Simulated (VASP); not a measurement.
Zn2AsP3:

```
Zn As P
1.0
     4.15678    0.00000    0.00000
    -2.07839    3.59988    0.00000
     0.00000    0.00000    6.42450
Zn As P
2 1 3
Cartesian
  2.0784 1.2000 1.6786
  2.0784 1.2000 4.7459
  0.0000 0.0000 0.0000
  0.0000 0.0000 3.2123
  0.0000 2.3999 0.0000
  0.0000 2.3999 3.2123
```

| Item | Value |
| --- | --- |
| Program | VASP 6.6.1 |
| Task | relaxation of cell and atoms |
| Functional | r2SCAN |
| Dispersion | rVV10 |
| Potentials or basis | VASP PAW PBE potentials, release 64 (Zn, As, P) |
| Cutoff | 600 eV |
| k mesh | 6 × 6 × 4 |
| Occupations | fermi-dirac, width 0.03 eV |
| Spin | no spin polarisation |

At the start: pressure 1.7 GPa; volume 16.02 Å³/atom.

Problem. How do energy, volume and symmetry change on relaxing?

Solution. Over 18 steps the energy falls by 10.5 meV/atom and the volume is 16.88 Å³/atom (+5.3 %); space group P-6m2 (No. 187, to 0.1 Å) before and after.

The path:
| step | energy change (eV) | largest force (eV/Å) | pressure (GPa) | volume (Å³) |
| --- | --- | --- | --- | --- |
| 1 | 0.0000 | 0.0128 | 1.67 | 96.14 |
| 2 | -0.0111 | 0.0062 | -0.28 | 98.48 |
| 3 | -0.0112 | 0.0078 | -0.15 | 98.30 |
| 4 | -0.0154 | 0.0075 | 0.02 | 98.43 |
| 5 | -0.0371 | 0.0350 | 0.82 | 98.78 |
| 6 | -0.0429 | 0.0054 | 2.17 | 99.41 |
| 7 | -0.0543 | 0.0295 | 1.52 | 99.15 |
| 8 | -0.0550 | 0.0269 | 1.49 | 99.30 |
| 9 | -0.0557 | 0.0198 | 1.41 | 99.62 |
| 10 | -0.0572 | 0.0199 | 1.26 | 99.78 |
| 11 | -0.0605 | 0.0200 | 0.82 | 100.25 |
| 12 | -0.0628 | 0.0203 | -0.04 | 101.18 |
| 13 | -0.0628 | 0.0203 | 0.01 | 101.13 |
| 14 | -0.0628 | 0.0203 | 0.04 | 101.10 |
| 15 | -0.0628 | 0.0198 | 0.04 | 101.10 |
| 16 | -0.0629 | 0.0183 | 0.03 | 101.12 |
| 17 | -0.0629 | 0.0151 | 0.02 | 101.17 |
| 18 | -0.0629 | 0.0084 | 0.00 | 101.25 |

Final structure:
```
CELL_PARAMETERS angstrom
4.14236 0.00000 0.00000
-2.07118 3.58739 0.00000
0.00000 0.00000 6.81358
ATOMIC_POSITIONS crystal
Zn 0.66667 0.33333 0.26130
Zn 0.66667 0.33333 0.73870
As 0.00000 0.00000 0.00000
P 0.00000 0.00000 0.50000
P 0.33333 0.66667 0.00000
P 0.33333 0.66667 0.50000
```

Caveat: the PAW data sets were made with another functional, which shifts forces and pressure a little.
